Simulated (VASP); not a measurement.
Wanted: the native input for a VASP 6.6.1 run.

| Quantity | Value |
| --- | --- |
| Task | single point |
| Functional | PBE |
| Potentials or basis | VASP PAW PBE potentials, release 64 (Sc_sv) |
| Cutoff | 520 eV |
| k mesh | 12 × 12 × 4 |
| Occupations | fermi-dirac, width 0.1 eV |
| Spin | no spin polarisation |
| Dipole correction | no |
| Further INCAR settings | ALGO = Normal; EDIFF = 1e-06; NBANDS = 30 |

The structure of Sc lies in POSCAR:

```
Sc
1.0
    2.9197465418      0.0000000000      0.0000000000
   -1.4598732709      2.5285746778      0.0000000000
    0.0000000000      0.0000000000      9.3613822441
Sc
4
Direct
    0.0000000000      0.0000000000      0.0000000000
    0.0000000000      0.0000000000      0.5000000000
    0.3333333333      0.6666666667      0.2500000000
    0.6666666667      0.3333333333      0.7500000000
```

One way to write it, as run:

INCAR

```
SYSTEM = Sc
PREC = Accurate ; ENCUT = 520
EDIFF = 1E-6 ; ISMEAR = -1
SIGMA = 0.1 ; LREAL = .FALSE.
LASPH = .TRUE. ; NELM = 100
ALGO = Normal ; ISIF = 2
LWAVE = .FALSE. ; LCHARG = .FALSE.
GGA = PE ; NBANDS = 30
```

KPOINTS

```
regular mesh
0
G
  12 12 4
  0 0 0
```

Potentials or basis: VASP PAW PBE potentials, release 64 (Sc_sv).

The run is started by

```sh
$ cat potpaw_PBE.64/Sc_sv/POTCAR > POTCAR
$ mpirun -np 1 vasp_std > vasp.out
```

Results of the run:

```
Pressure               : 32.2 GPa
Band gap on the k mesh : zero (band 22 reaches 7.44 eV, above the bottom of band 23 at 5.63 eV)
```

Wall time 45 s on 1 thread of Intel(R) Xeon(R) 6975P-C (Granite Rapids) (shared host), peak memory 0.23 GiB.
